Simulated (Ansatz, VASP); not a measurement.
AlGaN2: VASP beside Ansatz

Contents of INCAR:

```
PREC = Accurate
ENCUT = 520
EDIFF = 1E-7
ISMEAR = 0
SIGMA = 0.05
LREAL = False
LASPH = True
NELM = 60
ALGO = Normal
ISIF = 2
LWAVE = False
LCHARG = False
GGA = CA
IBRION = 2
NSW = 50
EDIFFG = -0.01
```

Contents of KPOINTS:

```
regular mesh
0
Gamma
  8 8 6
```

The input POSCAR:

```
AlGaN2
1.0
    3.2533317495      0.0000000000      0.0000000000
    0.0000000000      3.2533317495      0.0000000000
    0.0000000000      0.0000000000      4.1802059649
Al Ga N
1 1 2
Direct
    0.5000000000      0.5000000000      0.5000000000
    0.0000000000      0.0000000000      0.0000000000
    0.5000000000      0.0000000000      0.7400738390
    0.0000000000      0.5000000000      0.2599261610
```

Input for Ansatz:

```yaml
crystal:
  lattice:
    - [3.2533317495, 0.0, 0.0]
    - [0.0, 3.2533317495, 0.0]
    - [0.0, 0.0, 4.1802059649]
  atoms:
    - { symbol: Al, position: [0.5, 0.5, 0.5] }
    - { symbol: Ga, position: [0.0, 0.0, 0.0] }
    - { symbol: "N", position: [0.5, 0.0, 0.740073839] }
    - { symbol: "N", position: [0.0, 0.5, 0.259926161] }
basis:
  ecutwfc: 520.0
kpoints:
  mp_grid: { grid: [8, 8, 6] }
hamiltonian:
  xc: lda
  pseudopotentials: { kind: paw, azcp: { folder: soft_1 } }
scf:
  occupations: { method: gaussian, width: 0.05 }
output:
  forces: true
  stress: true
  eigenvalues: true
relax:
  adjacent_minimum: "off"
  f_tol: 0.01
  max_steps: 30
```

Alike in both runs: task relaxation of the atoms; functional LDA; k mesh 8 × 8 × 6; occupations gaussian, width 0.05 eV; no spin polarisation.

```csv
,VASP,Ansatz
version,VASP 6.6.1,Ansatz 0.2.0
potentials or method,"VASP PAW LDA potentials, release 64 (Al, Ga_d, N), cutoff 520 eV","scalar-relativistic, plane waves, PAW"
valence electrons in the cell,26,26
```

```csv
,VASP,Ansatz,Ansatz less VASP
"gap on the k mesh at the Fermi level, each at its own relaxed structure (eV)",2.74,2.73,-0.014
```

Ansatz warns that its potentials were made for another functional, while VASP's fit it. LDA's correlation is that of Perdew and Zunger in VASP and of Perdew and Wang (1992) in Ansatz. Ansatz's warnings: stress scf threshold loose.
